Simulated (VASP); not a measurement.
Write the native input for VASP 6.6.1 that does the following.

| Quantity | Value |
| --- | --- |
| Task | single point |
| Functional | PBE |
| Potentials or basis | VASP PAW PBE potentials, release 64 (Sc_sv, Al) |
| Cutoff | 520 eV |
| k mesh | 6 × 6 × 1 |
| Occupations | gaussian, width 0.1 eV |
| Spin | collinear spin |
| Starting moments | [1.0, 1.0, 1.0, 1.0, 1.0, 1.0, 1.0, 1.0, 0.0, 0.0] μB |
| Dipole correction | no |
| Further INCAR settings | ALGO = Normal; EDIFF = 1e-07; NBANDS = 62 |

The structure of Sc4Al lies in POSCAR:

```
Sc4Al
1.0
    3.2591066789      0.0000000000      0.0000000000
   -1.6295533395      2.8224691776      0.0000000000
    0.0000000000      0.0000000000     25.2161193964
Sc Al
8 2
Direct
    0.3333333333      0.6666666667      0.6562308512
    0.3333333333      0.6666666667      0.8437691488
    0.3333333333      0.6666666667      0.0512931313
    0.3333333333      0.6666666667      0.4487068687
    0.6666666667      0.3333333333      0.9487068687
    0.6666666667      0.3333333333      0.1562308512
    0.6666666667      0.3333333333      0.3437691488
    0.6666666667      0.3333333333      0.5512931313
    0.3333333333      0.6666666667      0.2500000000
    0.6666666667      0.3333333333      0.7500000000
```

The input as run:

INCAR

```
ALGO = Normal
EDIFF = 1E-7
ENCUT = 520
GGA = PE
ISIF = 2
ISMEAR = 0
ISPIN = 2
LASPH = True
LCHARG = True
LELF = True
LMAXMIX = 4
LORBIT = 11
LREAL = False
LVHAR = True
LWAVE = False
MAGMOM = 1 1 1 1 1 1 1 1 0 0
NBANDS = 62
NELM = 150
PREC = Accurate
SIGMA = 0.1
```

KPOINTS

```
k-points
0
Gamma
  6 6 1
```

Potentials or basis: VASP PAW PBE potentials, release 64 (Sc_sv, Al).

Command:

```sh
$ cat potpaw_PBE.64/Sc_sv/POTCAR potpaw_PBE.64/Al/POTCAR > POTCAR
$ mpirun -np 1 vasp_std > vasp.out
```

Results of the run:

```
Pressure                                              : 0.2 GPa
Largest force                                         : 0.023 eV/Å
Net moment                                            : 0.63 μB per cell
Site moments                                          : Sc -0.04, +0.12 (each value once); Al -0.00 μB
Valence electrons inside the program's atomic spheres : Sc 9.37, 9.40 (each value once); Al 0.77
```

Caveat: the k points lie up to 0.37 Å⁻¹ apart; a moment this small can come from the mesh or the smearing.

It took 5.8 min on 1 thread of AMD EPYC 9R45 96-Core Processor (Zen 5) (shared host), peak memory 0.46 GiB.
